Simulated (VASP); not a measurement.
The system is InAs.

```xyz
2
Lattice="0.0000 3.0546 3.0546 3.0546 0.0000 3.0546 3.0546 3.0546 0.0000" Properties=species:S:1:pos:R:3 pbc="T T T"
In    0.0000    0.0000    0.0000
As    1.5273    1.5273    1.5273
```

Base run:

| Property | Result |
| --- | --- |
| Program | VASP 6.6.1 |
| Functional | r2SCAN |
| Potentials or basis | VASP PAW PBE potentials, release 64 (In_d, As) |
| Cutoff | 520 eV |
| k mesh | 6 × 6 × 6 |
| Occupations | fermi-dirac, width 0.02 eV |
| Spin | no spin polarisation |

Its results: band gap on the k mesh 0.08 eV; pressure 0.0 GPa.

The run is repeated on the same cell with these changes: functional from r2SCAN to PBE; k mesh from 6 × 6 × 6 to 8 × 8 × 8. What comes out?

Band gap on the k mesh zero (filled and empty bands touch); pressure 2.1 GPa.

Several settings changed at once.

Caveats: spin-orbit coupling is left out, which moves the levels of the heavy elements; the PAW data sets were made with another functional, which shifts forces and pressure a little (at least some runs); semilocal functionals underestimate gaps, so a narrow gap can read as zero (at least some runs).

